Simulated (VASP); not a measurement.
# C (Fd-3m) in VASP: relaxation of cell and atoms with r2SCAN

Aim: the relaxation of cell and atoms of C with r2SCAN.

Program: VASP 6.6.1. These are calculated values, not measurements. Logs are shortened: lines on timing, memory, paths and dates and some standing lists are left out, and cuts for length are marked.

### Step 1. The cell of the first run

Symmetry: Fd-3m, No. 227, cubic system. The conventional cell has a = 3.560 Å, b = 3.560 Å, c = 3.560 Å, α = 90.00°, β = 90.00°, γ = 90.00°. Within 2.1 Å of C (site symmetry -43m) lie 4 C at 1.54 Å.

### Step 2. Relaxation of cell and atoms, r2SCAN, target pressure 10 GPa, at which the enthalpy is minimised

Contents of POSCAR:

```
C
1.0
    0.0000000000      1.7801408483      1.7801408483
    1.7801408483      0.0000000000      1.7801408483
    1.7801408483      1.7801408483      0.0000000000
C
2
Direct
    0.5000000000      0.5000000000      0.5000000000
    0.7500000000      0.7500000000      0.7500000000
```

Contents of INCAR.step1:

```
PREC     = Accurate       # precision mode
ENCUT    = 600            # plane-wave cutoff, eV
ISMEAR   = 0              # smearing method
SIGMA    = 0.01           # smearing width, eV
LREAL    = F              # projectors in reciprocal space
LASPH    = T              # aspherical terms in the spheres
NELM     = 60             # most SCF steps
GGA      = PE             # functional
ALGO     = Normal         # electronic algorithm
EDIFF    = 1E-4           # SCF threshold, eV
LWAVE    = T              # write WAVECAR
LCHARG   = F              # write CHGCAR
```

Contents of INCAR.step2:

```
PREC     = Accurate       # precision mode
ENCUT    = 600            # plane-wave cutoff, eV
EDIFF    = 1E-6           # SCF threshold, eV
ISMEAR   = 0              # smearing method
SIGMA    = 0.01           # smearing width, eV
LREAL    = F              # projectors in reciprocal space
LASPH    = T              # aspherical terms in the spheres
NELM     = 60             # most SCF steps
ALGO     = Normal         # electronic algorithm
ISIF     = 3              # what is computed and relaxed
LWAVE    = F              # write WAVECAR
LCHARG   = F              # write CHGCAR
METAGGA  = R2SCAN         # meta-GGA
LMIXTAU  = T            
IBRION   = 2              # ionic algorithm
NSW      = 100            # ionic steps
EDIFFG   = -0.002         # ionic threshold
PSTRESS  = 100.0        
ISTART   = 1
```

Contents of KPOINTS:

```
Automatic mesh
0
Gamma
  12 12 12
```

Potentials or basis: VASP PAW PBE potentials, release 64 (C).

Command:

```
$ cat potpaw_PBE.64/C/POTCAR > POTCAR
$ cp INCAR.step1 INCAR
$ mpirun -np 1 vasp_std > vasp.out
$ cp INCAR.step2 INCAR
$ mpirun -np 1 vasp_std > vasp.out
```

OUTCAR:

```text
PREC = Accurate
   ENCUT = 600
   EDIFF = 1E-6
   ISMEAR = 0
   LREAL = F
   LASPH = T
   NELM = 60
   ISIF = 3
   METAGGA = R2SCAN
   IBRION = 2
   NSW = 100
   EDIFFG = -0.002
   PSTRESS = 100.0
   ISTART = 1

 ion  position               nearest neighbor table
   1  0.500  0.500  0.500-   2 1.54   2 1.54   2 1.54   2 1.54
   2  0.750  0.750  0.750-   1 1.54   1 1.54   1 1.54   1 1.54

  LATTYP: Found a face centered cubic cell.
 ALAT       =     3.5602816966

  Lattice vectors:

 A1 = (   0.0000000000,   1.7801408483,   1.7801408483)
 A2 = (   1.7801408483,   0.0000000000,   1.7801408483)
 A3 = (   1.7801408483,   1.7801408483,   0.0000000000)

Analysis of symmetry for initial positions (statically):
=====================================================================
 Subroutine PRICEL returns:
 Original cell was already a primitive cell.

 Routine SETGRP: Setting up the symmetry group for a
 face centered cubic supercell.

 Subroutine GETGRP returns: Found 48 space group operations
 (whereof 24 operations were pure point group operations)
 out of a pool of 48 trial point group operations.

The static configuration has the point symmetry T_d .
 The point group associated with its full space group is O_h .

Analysis of symmetry for dynamics (positions and initial velocities):
=====================================================================
 Subroutine PRICEL returns:
 Original cell was already a primitive cell.

 Routine SETGRP: Setting up the symmetry group for a
 face centered cubic supercell.

 Subroutine GETGRP returns: Found 48 space group operations
 (whereof 24 operations were pure point group operations)
 out of a pool of 48 trial point group operations.

The dynamic configuration has the point symmetry T_d .
 The point group associated with its full space group is O_h .

 Subroutine INISYM returns: Found 48 space group operations
 (whereof 24 operations are pure point group operations),
 and found     1 'primitive' translations

----------------------------------------------------------------------------------------

                                     Primitive cell

  volume of cell :      11.2822

  direct lattice vectors                    reciprocal lattice vectors
     0.000000000  1.780140848  1.780140848    -0.280876651  0.280876651  0.280876651
     1.780140848  0.000000000  1.780140848     0.280876651 -0.280876651  0.280876651
     1.780140848  1.780140848  0.000000000     0.280876651  0.280876651 -0.280876651

[... 66 lines left out ...]
   number of dos      NEDOS =    301   number of ions     NIONS =      2
   total plane-waves  NPLWV =   8000
   dimension x,y,z NGX =    20 NGY =   20 NGZ =   20
   dimension x,y,z NGXF=    40 NGYF=   40 NGZF=   40
   ions per type =               2
   NGX,Y,Z   is equivalent  to a cutoff of  13.21, 13.21, 13.21 a.u.
   NGXF,Y,Z  is equivalent  to a cutoff of  26.41, 26.41, 26.41 a.u.
 SYSTEM =  unknown system
   PREC   = accura    normal or accurate (medium, high low for compatibility)
   ISTART =      1    job   : 0-new  1-cont  2-samecut
   ICHARG =      0    charge: 1-file 2-atom 10-const
   ISPIN  =      1    spin polarized calculation?
   LNONCOLLINEAR =      F non collinear calculations
   LSORBIT =      F    spin-orbit coupling
   LASPH  =      T    aspherical Exc in radial PAW
   ENCUT  =  600.0 eV  44.10 Ry    6.64 a.u.   5.03  5.03  5.03*2*pi/ulx,y,z
   NELM   =     60;   NELMIN=  2; NELMDL=  0     # of ELM steps
   EDIFF  = 0.1E-05   stopping-criterion for ELM
   LREAL  =      F    real-space projection
   EDIFFG = -.2E-02   stopping-criterion for IOM
   NSW    =    100    number of steps for IOM
   IBRION =      2    ionic relax: 0-MD 1-quasi-New 2-CG
   NFREE  =      1    steps in history (QN), initial steepest desc. (CG)
   ISIF   =      3    stress and relaxation
   ISYM   =      2    0-nonsym 1-usesym 2-fastsym
   POTIM  = 0.5000    time-step for ionic-motion
   TEBEG  =    0.0;   TEEND  =   0.0 temperature during run
   PSTRESS=  100.0 pullay stress
   NELECT =       8.0000    total number of electrons
   NUPDOWN=      -1.0000    fix difference up-down
   EMIN   =  10.00;   EMAX   =-10.00  energy-range for DOS
   EFERMI =   0.00;   METHOD = LEGACY
   ISMEAR =     0;   SIGMA  =   0.01  broadening in eV -4-tet -1-fermi 0-gaus
   EFERMI_NEDOS =   21; number of points for ismear=-14 and -15
   IALGO  =     38    algorithm
   IMIX   =      4    mixing-type and parameters
     AMIX     =   0.40;   BMIX     =  1.00
     AMIX_MAG =   1.60;   BMIX_MAG =  1.00
  volume/ion in A,a.u.               =       5.64        38.07
  Fermi-wavevector in a.u.,A,eV,Ry     =   1.459846  2.758709 28.996072  2.131151
  Thomas-Fermi vector in A             =   2.576365
   LORBIT       =      0    0 simple, 1 ext, 2 COOP (PROOUT), +10 PAW based schemes
   METAGGA = R2SCAN    functional components
   LHFCALC =     F    Hartree Fock is set to
   AEXX    =    0.0000 exact exchange contribution
   IVDW    =     0    specifies the selected vdW correction
   LEPSILON=     F    determine dielectric tensor
   LRPA    =     F    only Hartree local field effects (RPA)
 conjugate gradient relaxation of ions
 non-spin polarized calculation
 Gauss-broadening in eV      SIGMA  =   0.01
  energy-cutoff  :      600.00
  volume of cell :       11.28
 maximum number of plane-waves:       388
   NGX =  9   NGY =  9   NGZ =  9

--------------------------------------- Ionic step        1  -------------------------------------------

 number of electron       7.9999999 magnetization

 Free energy of the ion-electron system (eV)
  ---------------------------------------------------
  ext. energy  EPLUGINS =         0.00000000
  ---------------------------------------------------
  free energy    TOTEN  =       -19.66400455 eV

  energy without entropy =      -19.66400455  energy(sigma->0) =      -19.66400455

 E-fermi :   9.9270     XC(G=0): -14.2873

 val. band max:        9.7906684552   @ k =   0.0000   0.0000   0.0000
 cond. band min:      14.1461285169   @ k =   0.3333   0.3333   0.0000
 fundamental gap:      4.3554600618
 Fermi energy:         9.9269965692

 k-point     1 :       0.0000    0.0000    0.0000
  band No.  band energies     occupation
      1     -12.9796      2.00000
      2       9.7907      2.00000
      3       9.7907      2.00000
      4       9.7907      2.00000
      5      15.6410      0.00000
      6      15.6410      0.00000
      7      15.6410      0.00000
      8      23.7385      0.00000
[... 328 lines left out ...]
--------------------------------------- Ionic step        3  -------------------------------------------

 number of electron       7.9999999 magnetization

 Free energy of the ion-electron system (eV)
  ---------------------------------------------------
  ext. energy  EPLUGINS =         0.00000000
  ---------------------------------------------------
  free energy    TOTEN  =       -19.65678570 eV

  energy without entropy =      -19.65678570  energy(sigma->0) =      -19.65678570

 E-fermi :  10.1407     XC(G=0): -14.4003

 val. band max:       10.0917663935   @ k =   0.0000   0.0000   0.0000
 cond. band min:      14.4958206707   @ k =   0.3333   0.3333   0.0000
 fundamental gap:      4.4040542772
 Fermi energy:        10.1407039199

 k-point     1 :       0.0000    0.0000    0.0000
  band No.  band energies     occupation
      1     -12.9653      2.00000
      2      10.0918      2.00000
      3      10.0918      2.00000
      4      10.0918      2.00000
      5      15.9985      0.00000
      6      15.9985      0.00000
      7      15.9985      0.00000
      8      24.5362      0.00000
[... 286 lines left out ...]
  energy  without entropy=      -19.6567856970  energy(sigma->0) =      -19.65678570

  enthalpy is  TOTEN    =       -18.9668923392 eV   P V=        0.6898933577

 reached required accuracy - stopping structural energy minimisation
```

Wall time 73 s (1 thread of Intel Xeon 8259CL, shared host); peak memory 0.12 GiB.

What came out:

* Free energy: -19.6568 eV
* Relaxed volume: 5.53 Å³/atom
* Relaxed cell: a = 2.500 Å, b = 2.500 Å, c = 2.500 Å, α = 60.00°, β = 60.00°, γ = 60.00°
* Space group after relaxing (to 0.1 Å): Fd-3m (No. 227)
* Energy change on relaxing (the run minimises the enthalpy): +3.6 meV/atom
* Ionic steps: 3
* Pressure after relaxing: 9.9 GPa
* Band gap on the k mesh: 4.40 eV (least direct gap 5.91 eV)

The path:
```tsv
step	energy change (eV)	largest force (eV/Å)	pressure (GPa)	volume (Å³)
1	0.0000	0.0000	0.35	11.28
2	0.0412	0.0000	24.79	10.74
3	0.0072	0.0000	9.94	11.05
```

Final structure:
```yaml
crystal:
  lattice:
    - [0.00000, 1.76802, 1.76802]
    - [1.76802, 0.00000, 1.76802]
    - [1.76802, 1.76802, 0.00000]
  atoms:
    - { symbol: C, position: [0.50000, 0.50000, 0.50000] }
    - { symbol: C, position: [0.75000, 0.75000, 0.75000] }
```

Levels at points of the mesh, in eV from the valence-band top:
```tsv
k point	band 1	band 2	band 3	band 4	band 5	band 6	band 7	band 8
(0.00, 0.00, 0.00)	-23.06	0.00	0.00	0.00	5.91	5.91	5.91	14.44
(0.50, 0.00, 0.00)	-16.96	-14.34	-3.05	-3.05	8.99	8.99	9.50	16.95
(0.50, 0.50, 0.00)	-13.78	-13.78	-6.82	-6.82	5.06	5.06	18.29	18.29
```

Caveat: the cell is relaxed towards a set pressure, so the run minimises the enthalpy, not the energy; the PAW data sets were made with another functional, which shifts forces and pressure a little. A k mesh can miss the band edges.
